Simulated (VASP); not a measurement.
# Sb2Au (I4/mmm) in VASP: notebook

The runs below take Sb2Au through single point, with LDA.

Program: VASP 6.6.1. These are calculated values, not measurements. Logs are shortened: lines on timing, memory, paths and dates and some standing lists are left out, and cuts for length are marked.

## 1. The cell of the first run

The structure is tetragonal, space group I4/mmm (No. 139). The conventional cell has a = 4.707 Å, b = 4.707 Å, c = 6.723 Å, α = 90.00°, β = 90.00°, γ = 90.00°. Sb (site symmetry -4m2) has 4 Au at 2.89 Å and 6 Sb at 3.33 to 3.36 Å within 3.8 Å. Within 3.8 Å of Au (site symmetry 4/mmm) lie 8 Sb at 2.89 Å.

## 2. Single point, LDA (zz strain of +1 %)

INCAR reads:

```
  PREC = Accurate
  ENCUT = 520
  EDIFF = 1E-6
  ISMEAR = -1
  SIGMA = 0.08
  LREAL = False
  LASPH = True
  NELM = 80
  ALGO = Normal
  ISIF = 2
  LWAVE = False
  LCHARG = False
  NBANDS = 18
```

KPOINTS reads:

```
regular mesh
0
Gamma
  9 9 9
```

POSCAR reads:

```
Sb2Au
1.0
    0.0000000000      3.3280000000      3.3612800000
    3.3280000000      0.0000000000      3.3612800000
    3.3280000000      3.3280000000      0.0000000000
Sb Au
2 1
Direct
    0.2500000000      0.2500000000      0.2500000000
    0.7500000000      0.7500000000      0.7500000000
    0.0000000000      0.0000000000      0.0000000000
```

Potentials or basis: VASP PAW LDA potentials, release 64 (Sb, Au).

Run with:

```sh
$ cat potpaw_LDA.64/Sb/POTCAR potpaw_LDA.64/Au/POTCAR > POTCAR
$ mpirun -np 1 vasp_std > vasp.out
```

OUTCAR:

```text
PREC = Accurate
   ENCUT = 520
   EDIFF = 1E-6
   ISMEAR = -1
   LREAL = False
   LASPH = True
   NELM = 80
   ISIF = 2

 ion  position               nearest neighbor table
   1  0.250  0.250  0.250-   3 2.89   3 2.89   3 2.89   3 2.89   2 3.33   2 3.33   2 3.33   2 3.33
                             2 3.36   2 3.36
   2  0.750  0.750  0.750-   3 2.89   3 2.89   3 2.89   3 2.89   1 3.33   1 3.33   1 3.33   1 3.33
                             1 3.36   1 3.36
   3  0.000  0.000  0.000-   2 2.89   2 2.89   1 2.89   2 2.89   1 2.89   1 2.89   2 2.89   1 2.89

  LATTYP: Found a body centered tetragonal cell.
 ALAT       =     4.7065027356
 C/A-ratio  =     1.4283556980

  Lattice vectors:

 A1 = (  -3.3280000000,   0.0000000000,   3.3612800000)
 A2 = (   3.3280000000,   0.0000000000,   3.3612800000)
 A3 = (   0.0000000000,   3.3280000000,  -3.3612800000)

Analysis of symmetry for initial positions (statically):
=====================================================================
 Subroutine PRICEL returns:
 Original cell was already a primitive cell.

 Routine SETGRP: Setting up the symmetry group for a
 body centered tetragonal supercell.

 Subroutine GETGRP returns: Found 16 space group operations
 (whereof 16 operations were pure point group operations)
 out of a pool of 16 trial point group operations.

The static configuration has the point symmetry D_4h.

Analysis of symmetry for dynamics (positions and initial velocities):
=====================================================================
 Subroutine PRICEL returns:
 Original cell was already a primitive cell.

 Routine SETGRP: Setting up the symmetry group for a
 body centered tetragonal supercell.

 Subroutine GETGRP returns: Found 16 space group operations
 (whereof 16 operations were pure point group operations)
 out of a pool of 16 trial point group operations.

The dynamic configuration has the point symmetry D_4h.

 Subroutine INISYM returns: Found 16 space group operations
 (whereof 16 operations are pure point group operations),
 and found     1 'primitive' translations

----------------------------------------------------------------------------------------

                                     Primitive cell

  volume of cell :      74.4563

  direct lattice vectors                    reciprocal lattice vectors
     0.000000000  3.328000000  3.361280000    -0.150240385  0.150240385  0.148752856
     3.328000000  0.000000000  3.361280000     0.150240385 -0.150240385  0.148752856
     3.328000000  3.328000000  0.000000000     0.150240385  0.150240385 -0.148752856

  length of vectors
     4.730093787  4.730093787  4.706502736     0.259367998  0.259367998  0.259367998

  position of ions in fractional coordinates (direct lattice)
     0.250000000  0.250000000  0.250000000
     0.750000000  0.750000000  0.750000000
     0.000000000  0.000000000  0.000000000

  ion indices of the primitive-cell ions
   primitive index   ion index
                 1           1
                 2           2
                 3           3

----------------------------------------------------------------------------------------

 KPOINTS: regular mesh

Automatic generation of k-mesh.
 Grid dimensions read from file:
 generate k-points for:    9    9    9

 Generating k-lattice:

  Cartesian coordinates                     Fractional coordinates (reciprocal lattice)
    -0.016693376  0.016693376  0.016528095     0.111111111 -0.000000000  0.000000000
     0.016693376 -0.016693376  0.016528095    -0.000000000  0.111111111  0.000000000
     0.016693376  0.016693376 -0.016528095     0.000000000  0.000000000  0.111111111

  Length of vectors
     0.028818666  0.028818666  0.028818666

  Shift w.r.t. Gamma in fractional coordinates (k-lattice)
     0.000000000  0.000000000  0.000000000

 Subroutine IBZKPT returns following result:
 ===========================================

 Found     75 irreducible k-points:

 Following reciprocal coordinates:
            Coordinates               Weight
  0.000000  0.000000  0.000000      1.000000
  0.111111 -0.000000  0.000000      8.000000
  0.222222 -0.000000  0.000000      8.000000
  0.333333 -0.000000  0.000000      8.000000
  0.444444 -0.000000  0.000000      8.000000
  0.111111  0.111111  0.000000      2.000000
[... 16 lines left out ...]
 -0.333333  0.333333  0.000000      4.000000
  0.444444  0.444444  0.000000      2.000000
 [... further k-points ...]
   k-points           NKPTS =     75   k-points in BZ     NKDIM =     75   number of bands    NBANDS=     18
   number of dos      NEDOS =    301   number of ions     NIONS =      3
   total plane-waves  NPLWV =  46656
   dimension x,y,z NGX =    36 NGY =   36 NGZ =   36
   dimension x,y,z NGXF=    72 NGYF=   72 NGZF=   72
   ions per type =               2   1
   NGX,Y,Z   is equivalent  to a cutoff of  12.65, 12.65, 12.72 a.u.
   NGXF,Y,Z  is equivalent  to a cutoff of  25.31, 25.31, 25.43 a.u.
 SYSTEM =  unknown system
   PREC   = accura    normal or accurate (medium, high low for compatibility)
   ISTART =      0    job   : 0-new  1-cont  2-samecut
   ICHARG =      2    charge: 1-file 2-atom 10-const
   ISPIN  =      1    spin polarized calculation?
   LNONCOLLINEAR =      F non collinear calculations
   LSORBIT =      F    spin-orbit coupling
   LASPH  =      T    aspherical Exc in radial PAW
   ENCUT  =  520.0 eV  38.22 Ry    6.18 a.u.   8.79  8.79  8.75*2*pi/ulx,y,z
   NELM   =     80;   NELMIN=  2; NELMDL= -5     # of ELM steps
   EDIFF  = 0.1E-05   stopping-criterion for ELM
   LREAL  =      F    real-space projection
   EDIFFG = 0.1E-04   stopping-criterion for IOM
   NSW    =      0    number of steps for IOM
   IBRION =     -1    ionic relax: 0-MD 1-quasi-New 2-CG
   NFREE  =      0    steps in history (QN), initial steepest desc. (CG)
   ISIF   =      2    stress and relaxation
   ISYM   =      2    0-nonsym 1-usesym 2-fastsym
   POTIM  = 0.5000    time-step for ionic-motion
   TEBEG  =    0.0;   TEEND  =   0.0 temperature during run
   PSTRESS=    0.0 pullay stress
   NELECT =      21.0000    total number of electrons
   NUPDOWN=      -1.0000    fix difference up-down
   EMIN   =  10.00;   EMAX   =-10.00  energy-range for DOS
   EFERMI =   0.00;   METHOD = LEGACY
   ISMEAR =    -1;   SIGMA  =   0.08  broadening in eV -4-tet -1-fermi 0-gaus
   EFERMI_NEDOS =   21; number of points for ismear=-14 and -15
   IALGO  =     38    algorithm
   IMIX   =      4    mixing-type and parameters
     AMIX     =   0.40;   BMIX     =  1.00
     AMIX_MAG =   1.60;   BMIX_MAG =  1.00
  volume/ion in A,a.u.               =      24.82       167.49
  Fermi-wavevector in a.u.,A,eV,Ry     =   1.073612  2.028833 15.682666  1.152643
  Thomas-Fermi vector in A             =   2.209417
   LORBIT       =      0    0 simple, 1 ext, 2 COOP (PROOUT), +10 PAW based schemes
   GGA     = CA    functional components
   LHFCALC =     F    Hartree Fock is set to
   AEXX    =    0.0000 exact exchange contribution
   IVDW    =     0    specifies the selected vdW correction
   LEPSILON=     F    determine dielectric tensor
   LRPA    =     F    only Hartree local field effects (RPA)
 non-spin polarized calculation
  energy-cutoff  :      520.00
  volume of cell :       74.46
 maximum number of plane-waves:      2017
   NGX = 17   NGY = 17   NGZ = 17

 number of electron      21.0000000 magnetization

 Free energy of the ion-electron system (eV)
  ---------------------------------------------------
  ext. energy  EPLUGINS =         0.00000000
  ---------------------------------------------------
  free energy    TOTEN  =       -13.87440793 eV

  energy without entropy =      -13.84982968  energy(sigma->0) =      -13.86211880

 E-fermi :   8.4762     XC(G=0): -10.6052

 val. band max:        8.4274144720   @ k =  -0.1111   0.0000   0.1111
 cond. band min:       8.4766397679   @ k =   0.1111   0.0000   0.1111
 fundamental gap:      0.0492252959
 Fermi energy:         8.4762330541

 k-point     1 :       0.0000    0.0000    0.0000
  band No.  band energies     occupation
      1      -4.4195      2.00000
      2       1.6509      2.00000
      3       1.9265      2.00000
      4       1.9265      2.00000
      5       1.9476      2.00000
      6       3.2024      2.00000
[... 10 lines left out ...]
     17      11.1581      0.00000
     18      14.3657      0.00000

 k-point     2 :       0.1111   -0.0000    0.0000
  band No.  band energies     occupation
      1      -4.2979      2.00000
      2       0.8211      2.00000
      3       1.9744      2.00000
      4       1.9871      2.00000
      5       2.7916      2.00000
      6       3.1857      2.00000
[... 10 lines left out ...]
     17      12.1026      0.00000
     18      14.9557      0.00000

 k-point     3 :       0.2222   -0.0000    0.0000
  band No.  band energies     occupation
      1      -3.9415      2.00000
      2      -0.0597      2.00000
      3       2.0962      2.00000
      4       2.1043      2.00000
      5       3.1592      2.00000
      6       3.1726      2.00000
[... 10 lines left out ...]
     17      14.4187      0.00000
     18      16.2286      0.00000

 k-point     4 :       0.3333   -0.0000    0.0000
  band No.  band energies     occupation
      1      -3.3812      2.00000
      2      -0.8873      2.00000
      3       2.2274      2.00000
      4       2.2279      2.00000
      5       3.1738      2.00000
      6       3.1819      2.00000
[... 375 lines left out ...]
      4       2.6166      2.00000
      5       2.7260      2.00000
      6       3.0663      2.00000
[... 10 lines left out ...]
     17      16.7484      0.00000
     18      16.9307      0.00000

 k-point    23 :      -0.3333    0.3333    0.0000
  band No.  band energies     occupation
      1      -1.9570      2.00000
      2      -1.7575      2.00000
      3       1.7077      2.00000
      4       2.4087      2.00000
      5       2.7022      2.00000
      6       3.0085      2.00000
[... 10 lines left out ...]
     17      16.0269      0.00000
     18      17.9797      0.00000

 k-point    24 :       0.4444    0.4444    0.0000
  band No.  band energies     occupation
      1      -2.3574      2.00000
      2      -1.0077      2.00000
      3       1.1155      2.00000
      4       2.8109      2.00000
      5       2.8109      2.00000
      6       3.3225      2.00000
[... 10 lines left out ...]
     17      16.5510      0.00000
     18      16.5510      0.00000

 [... further k-points ...]

------------------------ aborting loop because EDIFF is reached ----------------------------------------

  FORCE on cell =-STRESS in cart. coord.  units (eV):
  Direction    XX          YY          ZZ          XY          YZ          ZX
  --------------------------------------------------------------------------------------
  -------------------------------------------------------------------------------------
  Total        1.0375706      1.0375706      0.9045818      0.0000000      0.0000000      0.0000000
  in kB       22.3268216     22.3268216     19.4651217      0.0000000      0.0000000      0.0000000
  external PRESSURE =      21.3729217 kB  Pullay stress =       0.0000000 kB

 VOLUME and BASIS-vectors are now :
 -----------------------------------------------------------------------------
  energy-cutoff  :      520.00
  volume of cell :       74.46
      direct lattice vectors                 reciprocal lattice vectors
     0.000000000  3.328000000  3.361280000    -0.150240385  0.150240385  0.148752856
     3.328000000  0.000000000  3.361280000     0.150240385 -0.150240385  0.148752856
     3.328000000  3.328000000  0.000000000     0.150240385  0.150240385 -0.148752856

 POSITION                                       TOTAL-FORCE (eV/Angst)
 -----------------------------------------------------------------------------------
      1.66400      1.66400      1.68064        -0.000000     -0.000000      0.000000
      4.99200      4.99200      5.04192         0.000000      0.000000     -0.000000
      0.00000      0.00000      0.00000         0.000000      0.000000     -0.000000
 -----------------------------------------------------------------------------------
    total drift:                               -0.000000      0.000000      0.000000

  FREE ENERGIE OF THE ION-ELECTRON SYSTEM (eV)
  ---------------------------------------------------
  free  energy   TOTEN  =       -13.8744079310 eV

  energy  without entropy=      -13.8498296764  energy(sigma->0) =      -13.86211880
```

It took 2.1 min on 1 thread of AMD EPYC 7R43 (Zen 3), shared host; peak memory 0.2 GiB.

What came out:

* Free energy: -13.8744 eV
* Pressure: 2.1 GPa
* Band gap on the k mesh: zero (an odd number of electrons rules out a gap without spin polarisation)

Caveat: the cell differs from its parent crystal (zz strain of +1 %); spin-orbit coupling is left out, which moves the levels of the heavy elements.

## 3. Single point, LDA (zz strain of +2 %)

INCAR reads:

```
SYSTEM = Sb2Au
ALGO     = Normal         ! electronic algorithm
EDIFF    = 1E-6           ! SCF threshold, eV
ENCUT    = 520            ! plane-wave cutoff, eV
GGA      = CA             ! functional
ISIF     = 2              ! what is computed and relaxed
ISMEAR   = -1             ! smearing method
LASPH    = .TRUE.         ! aspherical terms in the spheres
LCHARG   = .FALSE.        ! write CHGCAR
LREAL    = .FALSE.        ! projectors in reciprocal space
LWAVE    = .FALSE.        ! write WAVECAR
NBANDS   = 18             ! bands
NELM     = 80             ! most SCF steps
PREC     = Accurate       ! precision mode
SIGMA    = 0.08           ! smearing width, eV
```

KPOINTS reads:

```
k-points
0
G
  9 9 9
  0 0 0
```

POSCAR reads:

```
Sb2Au
1.0
    0.0000000000      3.3280000000      3.3945600000
    3.3280000000      0.0000000000      3.3945600000
    3.3280000000      3.3280000000      0.0000000000
Sb Au
2 1
Direct
    0.2500000000      0.2500000000      0.2500000000
    0.7500000000      0.7500000000      0.7500000000
    0.0000000000      0.0000000000      0.0000000000
```

Potentials or basis: VASP PAW LDA potentials, release 64 (Sb, Au).

Run with:

```sh
$ cat potpaw_LDA.64/Sb/POTCAR potpaw_LDA.64/Au/POTCAR > POTCAR
$ mpirun -np 1 vasp_std > vasp.out
```

It took 2 min on 1 thread of AMD EPYC 7R43 (Zen 3), shared host; peak memory 0.21 GiB.

Results (log left out):

- Free energy: -13.8807 eV
- Pressure: 1.2 GPa
- Band gap on the k mesh: zero (an odd number of electrons rules out a gap without spin polarisation)

Stress tensor (GPa, compression positive):
```
1.37 0.00 0.00
0.00 1.37 0.00
0.00 0.00 0.79
```

Levels at points of the mesh, in eV from the Fermi level:
```tsv
k point	band 8	band 9	band 10	band 11	band 12	band 13
(0.00, 0.00, 0.00)	-0.31	-0.31	-0.08	0.34	0.73	0.73
```

Caveat: the cell differs from its parent crystal (zz strain of +2 %); spin-orbit coupling is left out, which moves the levels of the heavy elements.
